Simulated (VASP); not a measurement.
# La (P6_3/mmc) in VASP: a series of runs

Runs on La. Level: LDA. Tasks: relaxation of cell and atoms.

Program: VASP 6.6.1. These are calculated values, not measurements. Logs are shortened: lines on timing, memory, paths and dates and some standing lists are left out, and cuts for length are marked.

### Step 1. The cell of the first run

It takes space group P6_3/mmc (No. 194, hexagonal). Conventional cell: a = 3.576 Å, b = 3.576 Å, c = 5.916 Å, α = 90.00°, β = 90.00°, γ = 120.00°. Within 4.7 Å of La (site symmetry -6m2) lie 12 La at 3.58 to 3.61 Å.

### Step 2. Relaxation of cell and atoms, LDA, target pressure 10 GPa, at which the enthalpy is minimised

Input file INCAR:

```
SYSTEM = La
PREC     = Accurate       ! precision mode
ENCUT    = 600            ! plane-wave cutoff, eV
EDIFF    = 1E-7           ! SCF threshold, eV
ISMEAR   = -1             ! smearing method
SIGMA    = 0.1            ! smearing width, eV
LREAL    = .FALSE.        ! projectors in reciprocal space
LASPH    = .TRUE.         ! aspherical terms in the spheres
NELM     = 100            ! most SCF steps
ALGO     = Normal         ! electronic algorithm
ISIF     = 3              ! what is computed and relaxed
LWAVE    = .FALSE.        ! write WAVECAR
LCHARG   = .FALSE.        ! write CHGCAR
GGA      = CA             ! functional
IBRION   = 2              ! ionic algorithm
NSW      = 100            ! ionic steps
EDIFFG   = -0.002         ! ionic threshold
PSTRESS  = 100.0
```

Input file KPOINTS:

```
Automatic mesh
0
G
  14 14 8
  0 0 0
```

Input file POSCAR:

```
La
1.0
    3.5759633762      0.0000000000      0.0000000000
   -1.7879816881      3.0968751268      0.0000000000
    0.0000000000      0.0000000000      5.9163538279
La
2
Direct
    0.3333333333      0.6666666667      0.2500000000
    0.6666666667      0.3333333333      0.7500000000
```

Potentials or basis: VASP PAW LDA potentials, release 64 (La).

Launch:

```sh
> cat potpaw_LDA.64/La/POTCAR > POTCAR
> mpirun -np 1 vasp_std > vasp.out
```

OUTCAR:

```text
SYSTEM = La
   PREC = Accurate
   ENCUT = 600
   EDIFF = 1E-7
   ISMEAR = -1
   LREAL = .FALSE.
   LASPH = .TRUE.
   NELM = 100
   ISIF = 3
   GGA = CA
   IBRION = 2
   NSW = 100
   EDIFFG = -0.002
   PSTRESS = 100.0

 ion  position               nearest neighbor table
   1  0.333  0.667  0.250-   2 3.61   2 3.61   2 3.61   2 3.61   2 3.61   2 3.61
   2  0.667  0.333  0.750-   1 3.61   1 3.61   1 3.61   1 3.61   1 3.61   1 3.61

  LATTYP: Found a hexagonal cell.
 ALAT       =     3.5759633762
 C/A-ratio  =     1.6544783057

  Lattice vectors:

 A1 = (   3.5759633762,   0.0000000000,   0.0000000000)
 A2 = (  -1.7879816881,   3.0968751268,   0.0000000000)
 A3 = (   0.0000000000,   0.0000000000,   5.9163538279)

Analysis of symmetry for initial positions (statically):
=====================================================================
 Subroutine PRICEL returns:
 Original cell was already a primitive cell.

 Routine SETGRP: Setting up the symmetry group for a
 hexagonal supercell.

 Subroutine GETGRP returns: Found 24 space group operations
 (whereof 12 operations were pure point group operations)
 out of a pool of 24 trial point group operations.

The static configuration has the point symmetry D_3d.
 The point group associated with its full space group is D_6h.

Analysis of symmetry for dynamics (positions and initial velocities):
=====================================================================
 Subroutine PRICEL returns:
 Original cell was already a primitive cell.

 Routine SETGRP: Setting up the symmetry group for a
 hexagonal supercell.

 Subroutine GETGRP returns: Found 24 space group operations
 (whereof 12 operations were pure point group operations)
 out of a pool of 24 trial point group operations.

The dynamic configuration has the point symmetry D_3d.
 The point group associated with its full space group is D_6h.

 Subroutine INISYM returns: Found 24 space group operations
 (whereof 12 operations are pure point group operations),
 and found     1 'primitive' translations

----------------------------------------------------------------------------------------

                                     Primitive cell

  volume of cell :      65.5195

  direct lattice vectors                    reciprocal lattice vectors
     3.575963376  0.000000000  0.000000000     0.279644922  0.161453071  0.000000000
    -1.787981688  3.096875127  0.000000000     0.000000000  0.322906142  0.000000000
     0.000000000  0.000000000  5.916353828     0.000000000  0.000000000  0.169023021

  length of vectors
     3.575963376  3.575963376  5.916353828     0.322906142  0.322906142  0.169023021

  position of ions in fractional coordinates (direct lattice)
     0.333333333  0.666666667  0.250000000
     0.666666667  0.333333333  0.750000000

  ion indices of the primitive-cell ions
   primitive index   ion index
                 1           1
                 2           2

----------------------------------------------------------------------------------------

 KPOINTS: Automatic mesh

Automatic generation of k-mesh.
 Grid dimensions read from file:
 generate k-points for:   14   14    8

 Generating k-lattice:

  Cartesian coordinates                     Fractional coordinates (reciprocal lattice)
     0.019974637  0.011532362  0.000000000     0.071428571  0.000000000  0.000000000
     0.000000000  0.023064724  0.000000000     0.000000000  0.071428571  0.000000000
     0.000000000  0.000000000  0.021127878     0.000000000  0.000000000  0.125000000

  Length of vectors
     0.023064724  0.023064724  0.021127878

  Shift w.r.t. Gamma in fractional coordinates (k-lattice)
     0.000000000  0.000000000  0.000000000

 Subroutine IBZKPT returns following result:
 ===========================================

 Found    120 irreducible k-points:

 Following reciprocal coordinates:
            Coordinates               Weight
  0.000000  0.000000  0.000000      1.000000
  0.071429 -0.000000  0.000000      6.000000
  0.142857 -0.000000  0.000000      6.000000
  0.214286  0.000000  0.000000      6.000000
  0.285714  0.000000  0.000000      6.000000
  0.357143 -0.000000  0.000000      6.000000
[... 16 lines left out ...]
  0.285714  0.285714  0.000000      6.000000
  0.357143  0.285714  0.000000      6.000000
 [... further k-points ...]
   k-points           NKPTS =    120   k-points in BZ     NKDIM =    120   number of bands    NBANDS=     15
   number of dos      NEDOS =    301   number of ions     NIONS =      2
   total plane-waves  NPLWV =  43200
   dimension x,y,z NGX =    30 NGY =   30 NGZ =   48
   dimension x,y,z NGXF=    60 NGYF=   60 NGZF=   96
   ions per type =               2
   NGX,Y,Z   is equivalent  to a cutoff of  13.95, 13.95, 13.49 a.u.
   NGXF,Y,Z  is equivalent  to a cutoff of  27.89, 27.89, 26.98 a.u.
 SYSTEM =  La
   PREC   = accura    normal or accurate (medium, high low for compatibility)
   ISTART =      0    job   : 0-new  1-cont  2-samecut
   ICHARG =      2    charge: 1-file 2-atom 10-const
   ISPIN  =      1    spin polarized calculation?
   LNONCOLLINEAR =      F non collinear calculations
   LSORBIT =      F    spin-orbit coupling
   LASPH  =      T    aspherical Exc in radial PAW
   ENCUT  =  600.0 eV  44.10 Ry    6.64 a.u.   7.14  7.14 11.82*2*pi/ulx,y,z
   NELM   =    100;   NELMIN=  2; NELMDL= -5     # of ELM steps
   EDIFF  = 0.1E-06   stopping-criterion for ELM
   LREAL  =      F    real-space projection
   EDIFFG = -.2E-02   stopping-criterion for IOM
   NSW    =    100    number of steps for IOM
   IBRION =      2    ionic relax: 0-MD 1-quasi-New 2-CG
   NFREE  =      1    steps in history (QN), initial steepest desc. (CG)
   ISIF   =      3    stress and relaxation
   ISYM   =      2    0-nonsym 1-usesym 2-fastsym
   POTIM  = 0.5000    time-step for ionic-motion
   TEBEG  =    0.0;   TEEND  =   0.0 temperature during run
   PSTRESS=  100.0 pullay stress
   NELECT =      22.0000    total number of electrons
   NUPDOWN=      -1.0000    fix difference up-down
   EMIN   =  10.00;   EMAX   =-10.00  energy-range for DOS
   EFERMI =   0.00;   METHOD = LEGACY
   ISMEAR =    -1;   SIGMA  =   0.10  broadening in eV -4-tet -1-fermi 0-gaus
   EFERMI_NEDOS =   21; number of points for ismear=-14 and -15
   IALGO  =     38    algorithm
   IMIX   =      4    mixing-type and parameters
     AMIX     =   0.40;   BMIX     =  1.00
     AMIX_MAG =   1.60;   BMIX_MAG =  1.00
  volume/ion in A,a.u.               =      32.76       221.07
  Fermi-wavevector in a.u.,A,eV,Ry     =   1.137869  2.150260 17.616073  1.294745
  Thomas-Fermi vector in A             =   2.274573
   LORBIT       =      0    0 simple, 1 ext, 2 COOP (PROOUT), +10 PAW based schemes
   GGA     = CA    functional components
   LHFCALC =     F    Hartree Fock is set to
   AEXX    =    0.0000 exact exchange contribution
   IVDW    =     0    specifies the selected vdW correction
   LEPSILON=     F    determine dielectric tensor
   LRPA    =     F    only Hartree local field effects (RPA)
 conjugate gradient relaxation of ions
 non-spin polarized calculation
  energy-cutoff  :      600.00
  volume of cell :       65.52
 maximum number of plane-waves:      2208
 NGX is ok and might be reduce to    30
   NGX = 15   NGY = 15   NGZ = 23

--------------------------------------- Ionic step        1  -------------------------------------------

 number of electron      21.9999999 magnetization

 Free energy of the ion-electron system (eV)
  ---------------------------------------------------
  ext. energy  EPLUGINS =         0.00000000
  ---------------------------------------------------
  free energy    TOTEN  =       -11.14215933 eV

  energy without entropy =      -11.02697472  energy(sigma->0) =      -11.08456703

 E-fermi :   8.9043     XC(G=0): -10.2829

 val. band max:        8.9003016638   @ k =   0.3571   0.2857   0.1250
 cond. band min:       8.9116207012   @ k =   0.3571   0.2143   0.2500
 fundamental gap:      0.0113190375
 Fermi energy:         8.9043295047

 k-point     1 :       0.0000    0.0000    0.0000
  band No.  band energies     occupation
      1     -23.6953      2.00000
      2     -23.3875      2.00000
      3      -8.3446      2.00000
      4      -6.5982      2.00000
      5      -6.5982      2.00000
      6      -6.3912      2.00000
      7      -6.3609      2.00000
      8      -6.3609      2.00000
      9       5.8641      2.00000
     10       7.0500      2.00000
     11       9.8883      0.00011
     12      10.3408      0.00000
     13      10.3409      0.00000
     14      10.4372      0.00000
     15      10.5134      0.00000
[... 397 lines left out ...]
 k-point    24 :       0.3571    0.2857    0.0000
  band No.  band energies     occupation
      1     -23.3020      2.00000
      2     -23.2764      2.00000
      3      -7.9334      2.00000
      4      -7.6482      2.00000
      5      -7.6045      2.00000
      6      -7.2624      2.00000
      7      -7.2175      2.00000
      8      -7.0588      2.00000
      9       7.3427      2.00000
     10       9.0107      0.51326
     11       9.1793      0.12019
     12       9.6810      0.00085
     13       9.7120      0.00062
     14       9.8955      0.00010
     15      10.5866      0.00000

 [... further k-points ...]

------------------------ aborting loop because EDIFF is reached ----------------------------------------

  FORCE on cell =-STRESS in cart. coord.  units (eV):
  Direction    XX          YY          ZZ          XY          YZ          ZX
  --------------------------------------------------------------------------------------
  -------------------------------------------------------------------------------------
  Total       -0.0331821     -0.0331821     -0.0285416      0.0000000     -0.0000000     -0.0000000
  in kB       -0.8114155     -0.8114155     -0.6979402      0.0000000     -0.0000000     -0.0000000
  external PRESSURE =    -100.7735904 kB  Pullay stress =     100.0000000 kB
[... 93 lines left out ...]
  FREE ENERGIE OF THE ION-ELECTRON SYSTEM (eV)
  ---------------------------------------------------
  free  energy   TOTEN  =       -10.7596806565 eV

  energy  without entropy=      -10.6764315765  energy(sigma->0) =      -10.71805612

  enthalpy is  TOTEN    =        -7.6079843739 eV   P V=        3.1516962827

[... ionic steps 4 to 15 ...]

--------------------------------------- Ionic step       16  -------------------------------------------

 number of electron      21.9999999 magnetization

------------------------ aborting loop because EDIFF is reached ----------------------------------------

  FORCE on cell =-STRESS in cart. coord.  units (eV):
  Direction    XX          YY          ZZ          XY          YZ          ZX
  --------------------------------------------------------------------------------------
  -------------------------------------------------------------------------------------
  Total        3.1669270      3.1669270      3.1526467      0.0000000     -0.0000000      0.0000000
  in kB      100.5647558    100.5647558    100.1112921      0.0000000     -0.0000000      0.0000000
  external PRESSURE =       0.4136013 kB  Pullay stress =     100.0000000 kB
[... 61 lines left out ...]
  enthalpy is  TOTEN    =        -7.6113972688 eV   P V=        3.1490956501

--------------------------------------- Ionic step       18  -------------------------------------------

 number of electron      21.9999999 magnetization

 Free energy of the ion-electron system (eV)
  ---------------------------------------------------
  ext. energy  EPLUGINS =         0.00000000
  ---------------------------------------------------
  free energy    TOTEN  =       -10.76047348 eV

  energy without entropy =      -10.67827158  energy(sigma->0) =      -10.71937253

 E-fermi :  12.0837     XC(G=0): -11.4408

 val. band max:       12.0780704787   @ k =   0.0714   0.0714   0.3750
 cond. band min:      12.0945359601   @ k =   0.2857   0.2143   0.5000
 fundamental gap:      0.0164654814
 Fermi energy:        12.0837372638

 k-point     1 :       0.0000    0.0000    0.0000
  band No.  band energies     occupation
      1     -20.6472      2.00000
      2     -19.9184      2.00000
      3      -5.9763      2.00000
      4      -2.5420      2.00000
      5      -2.5420      2.00000
      6      -2.3094      2.00000
      7      -2.1189      2.00000
      8      -2.1189      2.00000
      9       9.8166      2.00000
     10      10.0566      2.00000
     11      12.8313      0.00113
     12      13.6542      0.00000
     13      13.6542      0.00000
     14      13.7234      0.00000
     15      13.8478      0.00000
[... 397 lines left out ...]
 k-point    24 :       0.3571    0.2857    0.0000
  band No.  band energies     occupation
      1     -19.6397      2.00000
      2     -19.5762      2.00000
      3      -5.2688      2.00000
      4      -4.7474      2.00000
      5      -4.6564      2.00000
      6      -4.0239      2.00000
      7      -3.8679      2.00000
      8      -3.5660      2.00000
      9       9.5704      2.00000
     10      12.6104      0.01027
     11      12.9302      0.00042
     12      13.1664      0.00004
     13      13.2946      0.00001
     14      13.8439      0.00000
     15      14.1053      0.00000

 [... further k-points ...]

------------------------ aborting loop because EDIFF is reached ----------------------------------------

  FORCE on cell =-STRESS in cart. coord.  units (eV):
  Direction    XX          YY          ZZ          XY          YZ          ZX
  --------------------------------------------------------------------------------------
  -------------------------------------------------------------------------------------
  Total        3.1524089      3.1524089      3.1509408      0.0000000      0.0000000      0.0000000
  in kB      100.1058297    100.1058297    100.0592107      0.0000000      0.0000000      0.0000000
  external PRESSURE =       0.0902900 kB  Pullay stress =     100.0000000 kB
[... 17 lines left out ...]
  FREE ENERGIE OF THE ION-ELECTRON SYSTEM (eV)
  ---------------------------------------------------
  free  energy   TOTEN  =       -10.7604734809 eV

  energy  without entropy=      -10.6782715795  energy(sigma->0) =      -10.71937253

  enthalpy is  TOTEN    =        -7.6113972859 eV   P V=        3.1490761950

 reached required accuracy - stopping structural energy minimisation
```

It took 9.5 min on 1 thread of AMD EPYC 9R45 (Zen 5), shared host; peak memory 0.27 GiB.

Results:

| Quantity | Value |
| --- | --- |
| Free energy | -10.7605 eV |
| Relaxed volume | 25.23 Å³/atom |
| Relaxed cell | a = 3.257 Å, b = 3.257 Å, c = 5.490 Å, α = 90.00°, β = 90.00°, γ = 120.00° |
| Space group after relaxing (to 0.1 Å) | P6_3/mmc (No. 194) |
| Energy change on relaxing (the run minimises the enthalpy) | +190.8 meV/atom |
| Ionic steps | 18 |
| Pressure after relaxing | 10.0 GPa |
| Band gap on the k mesh | zero (bands 11 and 12 overlap by 2.26 eV) |

The path:
| step | energy change (eV) | largest force (eV/Å) | pressure (GPa) | volume (Å³) |
| --- | --- | --- | --- | --- |
| 1 | 0.0000 | 0.0000 | -0.08 | 65.52 |
| 2 | 0.5747 | 0.0000 | 13.41 | 47.86 |
| 3 | 0.3825 | 0.0000 | 10.00 | 50.50 |
| 4 | 0.3831 | 0.0000 | 10.02 | 50.44 |
| 5 | 0.3841 | 0.0000 | 10.00 | 50.42 |
| 6 | 0.3842 | 0.0000 | 10.03 | 50.41 |
| 7 | 0.3844 | 0.0000 | 10.01 | 50.41 |
| 8 | 0.3836 | 0.0000 | 10.02 | 50.42 |
| 9 | 0.3812 | 0.0000 | 9.96 | 50.46 |
| 10 | 0.3828 | 0.0000 | 10.03 | 50.44 |
| 11 | 0.3820 | 0.0000 | 10.03 | 50.45 |
| 12 | 0.3816 | 0.0000 | 9.96 | 50.46 |
| 13 | 0.3818 | 0.0000 | 10.01 | 50.45 |
| 14 | 0.3818 | 0.0000 | 10.03 | 50.45 |
| 15 | 0.3817 | 0.0000 | 10.02 | 50.45 |
| 16 | 0.3816 | 0.0000 | 10.04 | 50.45 |
| 17 | 0.3817 | 0.0000 | 9.98 | 50.45 |
| 18 | 0.3817 | 0.0000 | 10.01 | 50.45 |

Final structure:
```yaml
crystal:
  lattice:
    - [3.25747, 0.00000, 0.00000]
    - [-1.62873, 2.82105, 0.00000]
    - [0.00000, 0.00000, 5.49039]
  atoms:
    - { symbol: La, position: [0.33333, 0.66667, 0.25000] }
    - { symbol: La, position: [0.66667, 0.33333, 0.75000] }
```

Caveat: the cell is relaxed towards a set pressure, so the run minimises the enthalpy, not the energy; the volume moved by over 15 % at a fixed basis, so the end points are rough; spin-orbit coupling is left out, which moves the levels of the heavy elements.

### Step 3. Relaxation of cell and atoms, LDA, target pressure 15 GPa, at which the enthalpy is minimised

Input file INCAR:

```
SYSTEM = La
ALGO = Normal
EDIFF = 1E-6
EDIFFG = -0.002
ENCUT = 600
IBRION = 2
ISIF = 3
ISMEAR = -1
LASPH = .TRUE.
LCHARG = .FALSE.
LREAL = .FALSE.
LWAVE = .FALSE.
NELM = 100
NSW = 100
PREC = Accurate
PSTRESS = 150.0
SIGMA = 0.1
```

Input file KPOINTS:

```
k-points
0
G
  14 14 8
  0 0 0
```

POSCAR is that of step 2.

Potentials or basis: VASP PAW LDA potentials, release 64 (La).

Launch:

```sh
> cat potpaw_LDA.64/La/POTCAR > POTCAR
> mpirun -np 1 vasp_std > vasp.out
```

It took 14 min on 1 thread of AMD EPYC 9R45 (Zen 5), shared host; peak memory 0.28 GiB.

The run converged. Its results:

- Free energy: -10.4853 eV
- Relaxed volume: 23.44 Å³/atom
- Relaxed cell: a = 3.179 Å, b = 3.179 Å, c = 5.358 Å, α = 90.00°, β = 90.00°, γ = 120.00°
- Space group after relaxing (to 0.1 Å): P6_3/mmc (No. 194)
- Energy change on relaxing (the run minimises the enthalpy): +328.4 meV/atom
- Ionic steps: 46
- Pressure after relaxing: 15.0 GPa
- Band gap on the k mesh: zero (bands 11 and 12 overlap by 2.53 eV)

Step by step:
| step | energy change (eV) | largest force (eV/Å) | pressure (GPa) | volume (Å³) |
| --- | --- | --- | --- | --- |
| 1 | 0.0000 | 0.0000 | -0.09 | 65.52 |
| 3 | 0.6318 | 0.0000 | 14.53 | 47.21 |
| 5 | 0.6627 | 0.0000 | 15.13 | 46.83 |
| 7 | 0.6636 | 0.0000 | 15.13 | 46.82 |
| 9 | 0.6558 | 0.0000 | 15.03 | 46.90 |
| 11 | 0.6547 | 0.0000 | 15.03 | 46.91 |
| 13 | 0.6533 | 0.0000 | 14.92 | 46.93 |
| 15 | 0.6545 | 0.0000 | 14.95 | 46.91 |
| 17 | 0.6573 | 0.0000 | 15.04 | 46.88 |
| 19 | 0.6554 | 0.0000 | 15.03 | 46.90 |
| 21 | 0.6550 | 0.0000 | 14.92 | 46.91 |
| 23 | 0.6554 | 0.0000 | 15.00 | 46.90 |
| 25 | 0.6551 | 0.0000 | 14.96 | 46.91 |
| 27 | 0.6549 | 0.0000 | 14.97 | 46.91 |
| 29 | 0.6548 | 0.0000 | 14.96 | 46.91 |
| 31 | 0.6556 | 0.0000 | 14.99 | 46.90 |
| 33 | 0.6576 | 0.0000 | 14.98 | 46.88 |
| 35 | 0.6577 | 0.0000 | 15.00 | 46.88 |
| 37 | 0.6576 | 0.0000 | 15.01 | 46.88 |
| 39 | 0.6576 | 0.0000 | 15.01 | 46.88 |
| 41 | 0.6574 | 0.0000 | 15.05 | 46.88 |
| 43 | 0.6567 | 0.0000 | 15.00 | 46.89 |
| 45 | 0.6567 | 0.0000 | 14.99 | 46.89 |
| 46 | 0.6568 | 0.0000 | 15.00 | 46.89 |

Final structure:
```
CELL_PARAMETERS angstrom
3.17885 0.00000 0.00000
-1.58942 2.75296 0.00000
0.00000 0.00000 5.35793
ATOMIC_POSITIONS crystal
La 0.33333 0.66667 0.25000
La 0.66667 0.33333 0.75000
```

Levels at points of the mesh, in eV from the Fermi level:
```csv
k point,band 8,band 9,band 10,band 11,band 12,band 13,band 14,band 15
"(0.00, 0.00, 0.00)",-13.86,-2.06,-1.88,0.66,1.58,1.58,1.63,1.79
"(0.50, 0.00, 0.00)",-14.53,-3.02,-2.17,-1.29,1.51,1.56,1.89,2.03
"(0.00, 0.00, 0.50)",-14.12,-1.18,-1.18,1.05,1.05,1.70,1.70,1.70
"(0.50, 0.00, 0.50)",-15.04,-2.63,-2.63,-1.47,-1.47,2.09,2.09,2.40
```

Caveat: the cell is relaxed towards a set pressure, so the run minimises the enthalpy, not the energy; the volume moved by over 15 % at a fixed basis, so the end points are rough; spin-orbit coupling is left out, which moves the levels of the heavy elements. LDA usually gives volumes a few per cent too small.
